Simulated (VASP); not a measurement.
# Nb (Im-3m) in VASP: notebook

Nb is run at these levels: PBE; tasks: single point.

All numbers are computed with VASP 6.6.1; they aren't measurements. Logs are shortened: lines on timing, memory, paths and dates and some standing lists are left out, and cuts for length are marked.

## (1) The cell of the first run

Symmetry: Im-3m, No. 229, cubic system. The conventional cell has a = 3.318 Å, b = 3.318 Å, c = 3.318 Å, α = 90.00°, β = 90.00°, γ = 90.00°. Within 3.8 Å of Nb (site symmetry m-3m) lie 14 Nb at 2.87 to 3.32 Å.

## (2) Single point, PBE

INCAR reads:

```
  ALGO = Fast
  EDIFF = 1E-7
  ENCUT = 520
  GGA = PE
  ISIF = 2
  ISMEAR = 0
  LASPH = True
  LCHARG = False
  LREAL = False
  LWAVE = False
  NBANDS = 12
  NELM = 60
  PREC = Accurate
  SIGMA = 0.1
```

KPOINTS reads:

```
k-points
0
Gamma
  8 8 8
```

POSCAR reads:

```
Nb
1.0
   -1.6588161900      1.6588161900      1.6588161900
    1.6588161900     -1.6588161900      1.6588161900
    1.6588161900      1.6588161900     -1.6588161900
Nb
1
Direct
    0.0000000000      0.0000000000      0.0000000000
```

Potentials or basis: VASP PAW PBE potentials, release 64 (Nb_sv).

Run with:

```bash
cat potpaw_PBE.64/Nb_sv/POTCAR > POTCAR
mpirun -np 1 vasp_std > vasp.out
```

OUTCAR:

```text
EDIFF = 1E-7
   ENCUT = 520
   GGA = PE
   ISIF = 2
   ISMEAR = 0
   LASPH = True
   LREAL = False
   NELM = 60
   PREC = Accurate

 ion  position               nearest neighbor table
   1  0.000  0.000  0.000-

  LATTYP: Found a body centered cubic cell.
 ALAT       =     3.3176323800

  Lattice vectors:

 A1 = (  -1.6588161900,   1.6588161900,   1.6588161900)
 A2 = (   1.6588161900,  -1.6588161900,   1.6588161900)
 A3 = (   1.6588161900,   1.6588161900,  -1.6588161900)

Analysis of symmetry for initial positions (statically):
=====================================================================
 Subroutine PRICEL returns:
 Original cell was already a primitive cell.

 Routine SETGRP: Setting up the symmetry group for a
 body centered cubic supercell.

 Subroutine GETGRP returns: Found 48 space group operations
 (whereof 48 operations were pure point group operations)
 out of a pool of 48 trial point group operations.

The static configuration has the point symmetry O_h .

Analysis of symmetry for dynamics (positions and initial velocities):
=====================================================================
 Subroutine PRICEL returns:
 Original cell was already a primitive cell.

 Routine SETGRP: Setting up the symmetry group for a
 body centered cubic supercell.

 Subroutine GETGRP returns: Found 48 space group operations
 (whereof 48 operations were pure point group operations)
 out of a pool of 48 trial point group operations.

The dynamic configuration has the point symmetry O_h .

 Subroutine INISYM returns: Found 48 space group operations
 (whereof 48 operations are pure point group operations),
 and found     1 'primitive' translations

----------------------------------------------------------------------------------------

                                     Primitive cell

  volume of cell :      18.2581

  direct lattice vectors                    reciprocal lattice vectors
    -1.658816190  1.658816190  1.658816190     0.000000000  0.301419773  0.301419773
     1.658816190 -1.658816190  1.658816190     0.301419773  0.000000000  0.301419773
     1.658816190  1.658816190 -1.658816190     0.301419773  0.301419773  0.000000000

  length of vectors
     2.873153921  2.873153921  2.873153921     0.426271931  0.426271931  0.426271931

  position of ions in fractional coordinates (direct lattice)
     0.000000000  0.000000000  0.000000000

  ion indices of the primitive-cell ions
   primitive index   ion index
                 1           1

[... 81 lines left out ...]
   PSTRESS=    0.0 pullay stress
   NELECT =      13.0000    total number of electrons
   NUPDOWN=      -1.0000    fix difference up-down
   EMIN   =  10.00;   EMAX   =-10.00  energy-range for DOS
   EFERMI =   0.00;   METHOD = LEGACY
   ISMEAR =     0;   SIGMA  =   0.10  broadening in eV -4-tet -1-fermi 0-gaus
   EFERMI_NEDOS =   21; number of points for ismear=-14 and -15
   IALGO  =     68    algorithm
   IMIX   =      4    mixing-type and parameters
     AMIX     =   0.40;   BMIX     =  1.00
     AMIX_MAG =   1.60;   BMIX_MAG =  1.00
  volume/ion in A,a.u.               =      18.26       123.21
  Fermi-wavevector in a.u.,A,eV,Ry     =   1.461855  2.762506 29.075930  2.137021
  Thomas-Fermi vector in A             =   2.578137
   LORBIT       =      0    0 simple, 1 ext, 2 COOP (PROOUT), +10 PAW based schemes
   GGA     = PE    functional components
   LHFCALC =     F    Hartree Fock is set to
   AEXX    =    0.0000 exact exchange contribution
   IVDW    =     0    specifies the selected vdW correction
   LEPSILON=     F    determine dielectric tensor
   LRPA    =     F    only Hartree local field effects (RPA)
 non-spin polarized calculation
 RMM-DIIS sequential band-by-band and
 Gauss-broadening in eV      SIGMA  =   0.10
  energy-cutoff  :      520.00
  volume of cell :       18.26
 maximum number of plane-waves:       531
 NGX is ok and might be reduce to    24
   NGX = 11   NGY = 11   NGZ = 11

 number of electron      12.9999999 magnetization

 Free energy of the ion-electron system (eV)
  ---------------------------------------------------
  ext. energy  EPLUGINS =         0.00000000
  ---------------------------------------------------
  free energy    TOTEN  =       -10.24549840 eV

  energy without entropy =      -10.23885964  energy(sigma->0) =      -10.24217902

 E-fermi :  10.8508     XC(G=0): -12.4341

 val. band max:       10.7892180029   @ k =  -0.2500   0.2500   0.1250
 cond. band min:      10.8795585492   @ k =   0.2500   0.0000   0.0000
 fundamental gap:      0.0903405463
 Fermi energy:        10.8507574994

 k-point     1 :       0.0000    0.0000    0.0000
  band No.  band energies     occupation
      1     -43.4257      2.00000
      2     -18.7492      2.00000
      3     -18.7492      2.00000
      4     -18.7492      2.00000
      5       5.0670      2.00000
      6      11.3440      0.00000
      7      11.3440      0.00000
      8      11.3440      0.00000
      9      14.2091      0.00000
     10      14.2091      0.00000
     11      25.1720      0.00000
     12      25.1720      0.00000
[... 331 lines left out ...]
 k-point    24 :      -0.3750    0.3750    0.2500
  band No.  band energies     occupation
      1     -43.1424      2.00000
      2     -19.7124      2.00000
      3     -19.3414      2.00000
      4     -19.2257      2.00000
      5       8.6440      2.00000
      6       9.1520      2.00000
      7      11.9300      0.00000
      8      12.6708      0.00000
      9      15.3739      0.00000
     10      16.7005      0.00000
     11      24.5880      0.00000
     12      26.4286      0.00000

 [... further k-points ...]

------------------------ aborting loop because EDIFF is reached ----------------------------------------

  FORCE on cell =-STRESS in cart. coord.  units (eV):
  Direction    XX          YY          ZZ          XY          YZ          ZX
  --------------------------------------------------------------------------------------
  -------------------------------------------------------------------------------------
  Total       -0.1227352     -0.1227352     -0.1227352      0.0000000      0.0000000      0.0000000
  in kB      -10.7702275    -10.7702275    -10.7702275      0.0000000      0.0000000      0.0000000
  external PRESSURE =     -10.7702275 kB  Pullay stress =       0.0000000 kB

 VOLUME and BASIS-vectors are now :
 -----------------------------------------------------------------------------
  energy-cutoff  :      520.00
  volume of cell :       18.26
      direct lattice vectors                 reciprocal lattice vectors
    -1.658816190  1.658816190  1.658816190     0.000000000  0.301419773  0.301419773
     1.658816190 -1.658816190  1.658816190     0.301419773  0.000000000  0.301419773
     1.658816190  1.658816190 -1.658816190     0.301419773  0.301419773  0.000000000

 POSITION                                       TOTAL-FORCE (eV/Angst)
 -----------------------------------------------------------------------------------
      0.00000      0.00000      0.00000         0.000000      0.000000     -0.000000
 -----------------------------------------------------------------------------------
    total drift:                                0.000000      0.000000     -0.000000

  FREE ENERGIE OF THE ION-ELECTRON SYSTEM (eV)
  ---------------------------------------------------
  free  energy   TOTEN  =       -10.2454983978 eV

  energy  without entropy=      -10.2388596424  energy(sigma->0) =      -10.24217902
```

OSZICAR:

```text
N       E                     dE             d eps       ncg     rms          rms(c)
DAV:   1     0.112099432205E+03    0.11210E+03   -0.72243E+03   696   0.106E+03
DAV:   2    -0.653997634475E+01   -0.11864E+03   -0.11486E+03   752   0.384E+02
DAV:   3    -0.104926464335E+02   -0.39527E+01   -0.38131E+01  1004   0.626E+01
DAV:   4    -0.106746131206E+02   -0.18197E+00   -0.18126E+00   884   0.134E+01
[... 16 lines left out ...]
RMM:  21    -0.102454981170E+02   -0.44725E-06   -0.30900E-06   682   0.686E-03    0.325E-03
RMM:  22    -0.102454982083E+02   -0.91273E-07   -0.24423E-06   616   0.547E-03    0.140E-03
RMM:  23    -0.102454982958E+02   -0.87494E-07   -0.13238E-06   590   0.411E-03    0.648E-04
RMM:  24    -0.102454983506E+02   -0.54843E-07   -0.10643E-06   573   0.352E-03    0.209E-04
RMM:  25    -0.102454983978E+02   -0.47147E-07   -0.60053E-07   560   0.272E-03
   1 F= -.10245498E+02 E0= -.10242179E+02  d E =-.663876E-02
```

Run time: 18 s. Hardware: 1 thread of Intel Xeon 8259CL, shared host; peak memory 0.14 GiB.

Results:

| Property | Result |
| --- | --- |
| Free energy | -10.2455 eV |
| Pressure | -1.1 GPa |
| Band gap on the k mesh | zero (an odd number of electrons rules out a gap without spin polarisation) |

Levels at points of the mesh, in eV from the Fermi level:
```csv
k point,band 3,band 4,band 5,band 6,band 7,band 8,band 9,band 10
"(0.00, 0.00, 0.00)",-29.60,-29.60,-5.78,0.49,0.49,0.49,3.36,3.36
"(0.50, 0.00, 0.00)",-30.01,-29.61,-3.53,-1.49,2.35,3.38,4.05,6.38
"(0.50, 0.50, 0.50)",-30.49,-30.49,-3.51,-3.51,5.63,5.63,5.63,9.09
```

## (3) Single point, PBE

This run uses another cell than the first one, of 18.15 Å³/atom.

INCAR reads:

```
SYSTEM = Nb
  ALGO = Normal
  EDIFF = 1E-7
  ENCUT = 520
  GGA = PE
  ISIF = 2
  ISMEAR = 0
  LASPH = .TRUE.
  LCHARG = .FALSE.
  LREAL = .FALSE.
  LWAVE = .FALSE.
  NBANDS = 12
  NELM = 80
  PREC = Accurate
  SIGMA = 0.1
```

KPOINTS reads:

```
k-points
0
G
  18 18 18
  0 0 0
```

POSCAR reads:

```
Nb
1.0
   -1.6555947038      1.6555947038      1.6555947038
    1.6555947038     -1.6555947038      1.6555947038
    1.6555947038      1.6555947038     -1.6555947038
Nb
1
Direct
    0.0000000000      0.0000000000      0.0000000000
```

Potentials or basis: VASP PAW PBE potentials, release 64 (Nb_sv).

Run with:

```bash
cat potpaw_PBE.64/Nb_sv/POTCAR > POTCAR
mpirun -np 1 vasp_std > vasp.out
```

Wall time 55 s (1 thread of Intel Xeon 8259CL, shared host); peak memory 0.17 GiB.

Results (log left out):

* Free energy: -10.2198 eV
* Pressure: -0.3 GPa
* Band gap on the k mesh: zero (an odd number of electrons rules out a gap without spin polarisation)

Levels at points of the mesh, in eV from the Fermi level:
```tsv
k point	band 4	band 5	band 6	band 7	band 8	band 9
(0.00, 0.00, 0.00)	-29.68	-5.91	0.39	0.39	0.39	3.27
(0.50, 0.00, 0.00)	-29.69	-3.67	-1.62	2.26	3.30	3.97
(0.50, 0.50, 0.50)	-30.58	-3.66	-3.66	5.57	5.57	5.57
```
